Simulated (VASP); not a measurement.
A run of VASP 6.6.1 is set up as follows.

File POSCAR:

```
ZnS
1.0
    3.8109987816      0.0000000000      0.0000000000
   -1.9054993908      3.3004217586      0.0000000000
    0.0000000000      0.0000000000      6.2340000000
Zn S
2 2
Direct
    0.3279401464      0.6666666667      0.0000000000
    0.6720598536      0.3333333333      0.5000000000
    0.3202134131      0.6666666667      0.3850000000
    0.6797865869      0.3333333333      0.8850000000
```

INCAR.step1

```
  PREC = Accurate
  ENCUT = 520
  ISMEAR = 0
  SIGMA = 0.05
  LREAL = F
  LASPH = T
  NELM = 80
  NBANDS = 26
  GGA = PE
  ALGO = Normal
  EDIFF = 1E-4
  LWAVE = T
  LCHARG = F
```

Contents of INCAR.step2:

```
  PREC = Accurate
  ENCUT = 520
  EDIFF = 1E-6
  ISMEAR = 0
  SIGMA = 0.05
  LREAL = F
  LASPH = T
  NELM = 80
  ALGO = Normal
  ISIF = 2
  LWAVE = F
  LCHARG = F
  METAGGA = R2SCAN
  LMIXTAU = T
  NBANDS = 26
  ISTART = 1
```

Contents of KPOINTS:

```
regular mesh
0
Gamma
  6 6 4
```

Potentials or basis: VASP PAW PBE potentials, release 64 (Zn, S).

Run with:

```bash
$ cat potpaw_PBE.64/Zn/POTCAR potpaw_PBE.64/S/POTCAR > POTCAR
$ cp INCAR.step1 INCAR
$ mpirun -np 1 vasp_std > vasp.out
$ cp INCAR.step2 INCAR
$ mpirun -np 1 vasp_std > vasp.out
```

(1) Estimate the pressure.

(2) Predict the largest force.

Answers

(1) 0.4 GPa.

(2) 0.641 eV/Å.

Caveat: the cell differs from its parent crystal (atoms displaced along a vibrational mode); the PAW data sets were made with another functional, which shifts forces and pressure a little.
